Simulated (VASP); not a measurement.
Crystal: Zn3GeO.

```
CELL_PARAMETERS angstrom
3.49996 0.00000 0.00000
0.00000 3.49996 0.00000
0.00000 0.00000 5.86262
ATOMIC_POSITIONS crystal
Zn 0.00000 0.00000 0.82545
Zn 0.00000 0.00000 0.17455
Zn 0.50000 0.50000 0.00000
Ge 0.00000 0.00000 0.50000
O 0.50000 0.50000 0.50000
```

| Quantity | Value |
| --- | --- |
| Program | VASP 6.6.1 |
| Task | relaxation of cell and atoms |
| Functional | PBE |
| Potentials or basis | VASP PAW PBE potentials, release 64 (Zn, Ge_d, O) |
| Cutoff | 600 eV |
| k mesh | 6 × 6 × 4 |
| Occupations | gaussian, width 0.1 eV |
| Spin | no spin polarisation |

At the start: pressure 33.4 GPa; volume 14.36 Å³/atom.

**Question.** Where does the relaxation end?

**Answer.** Over 18 steps the energy falls by 1028.0 meV/atom and the volume is 15.22 Å³/atom (+6.0 %); space group P4/mmm (No. 123, to 0.05 Å).

The path:
| step | energy change (eV) | largest force (eV/Å) | pressure (GPa) | volume (Å³) |
| --- | --- | --- | --- | --- |
| 1 | 0.0000 | 5.1469 | 33.42 | 71.82 |
| 2 | -3.3712 | 2.4084 | -7.09 | 101.97 |
| 3 | -3.7532 | 3.9471 | -1.60 | 86.34 |
| 4 | -3.7039 | 3.6300 | -4.32 | 91.77 |
| 5 | -3.7320 | 3.7638 | -3.65 | 90.19 |
| 6 | -4.6618 | 0.6502 | -6.67 | 87.82 |
| 7 | -4.7401 | 0.5103 | -7.31 | 87.17 |
| 8 | -4.8439 | 0.2664 | -7.53 | 85.78 |
| 9 | -5.1142 | 0.3814 | 0.64 | 75.49 |
| 10 | -5.1144 | 0.3805 | 0.43 | 75.71 |
| 11 | -5.1324 | 0.1933 | 0.42 | 75.61 |
| 12 | -5.1354 | 0.0609 | 0.46 | 75.55 |
| 13 | -5.1354 | 0.0684 | 0.45 | 75.55 |
| 14 | -5.1371 | 0.0557 | -0.12 | 76.08 |
| 15 | -5.1371 | 0.0515 | -0.36 | 76.28 |
| 16 | -5.1385 | 0.0464 | -0.32 | 76.24 |
| 17 | -5.1400 | 0.0305 | -0.15 | 76.09 |
| 18 | -5.1401 | 0.0344 | -0.20 | 76.12 |

Final structure:
```xyz
5
Lattice="3.0784 0.0000 0.0000 0.0000 3.0784 0.0000 0.0000 0.0000 8.0329" Properties=species:S:1:pos:R:3 pbc="T T T"
Zn    0.0000    0.0000    6.5303
Zn    0.0000    3.0784    1.5026
Zn    1.5392    1.5392    0.0000
Ge    0.0000    0.0000    4.0164
O     1.5392    1.5392    4.0164
```
